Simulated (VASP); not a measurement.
The system is Ta.

```
CELL_PARAMETERS angstrom
0.00000 2.09238 2.09238
2.09238 0.00000 2.09238
2.09238 2.09238 0.00000
ATOMIC_POSITIONS crystal
Ta 0.00000 0.00000 0.00000
```

* Program: VASP 6.6.1
* Task: relaxation of cell and atoms
* Functional: PBE
* Potentials or basis: VASP PAW PBE potentials, release 64 (Ta_pv)
* Cutoff: 600 eV
* k mesh: 16 × 16 × 16
* Occupations: fermi-dirac, width 0.05 eV
* Spin: no spin polarisation

At the start: pressure 5.8 GPa; volume 18.32 Å³/atom.

Where does the relaxation end?

Over 4 steps the energy falls by 9.2 meV/atom and the volume is 18.85 Å³/atom (+2.9 %); space group Fm-3m (No. 225, to 0.05 Å).

The path:
```csv
step,energy change (eV),largest force (eV/Å),pressure (GPa),volume (Å³)
1,0.0000,0.0000,5.75,18.32
2,0.0374,0.0000,-11.13,20.12
3,-0.0092,0.0000,-0.12,18.86
4,-0.0092,0.0000,-0.01,18.85
```

Final structure:
```yaml
crystal:
  lattice:
    - [0.00000, 2.11227, 2.11227]
    - [2.11227, 0.00000, 2.11227]
    - [2.11227, 2.11227, 0.00000]
  atoms:
    - { symbol: Ta, position: [0.00000, 0.00000, 0.00000] }
```
